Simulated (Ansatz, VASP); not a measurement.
# Two plane-wave programs on CdF2

```xyz
3
Lattice="0.0000 2.5626 2.6320 2.5626 0.0000 2.6320 2.5626 2.5626 0.0000" Properties=species:S:1:pos:R:3 pbc="T T T"
Cd    0.0000    0.0000    0.0000
F     1.2813    1.2813    1.3160
F     3.8439    3.8439    3.9481
```

Alike in both runs: task single point; functional PBE; k mesh 8 × 8 × 8; occupations gaussian, width 0.05 eV; no spin polarisation.

|  | VASP | Ansatz |
| --- | --- | --- |
| version | VASP 6.6.1 | Ansatz 0.2.0 |
| potentials or method | VASP PAW PBE potentials, release 64 (Cd, F), cutoff 520 eV | scalar-relativistic, plane waves, PAW |
| valence electrons in the cell | 26 | 34 |

Ansatz gave:

- gap on the k mesh at the Fermi level (eV): 3.53
- least direct gap on the mesh (eV): 3.80
- pressure (GPa): 24.9
- traceless stress, the component that is largest in VASP (GPa): -2.04

What did VASP give for the same quantities?

gap on the k mesh at the Fermi level (eV): 3.49; least direct gap on the mesh (eV): 3.76; pressure (GPa): 26.4; traceless stress, the component that is largest in VASP (GPa): -1.99.

The functional is the same, so the differences come from potentials, cutoffs and numerics. VASP's potentials hold 26 valence electrons a cell and Ansatz's 34, so a difference there can come from the potentials and not from the codes.
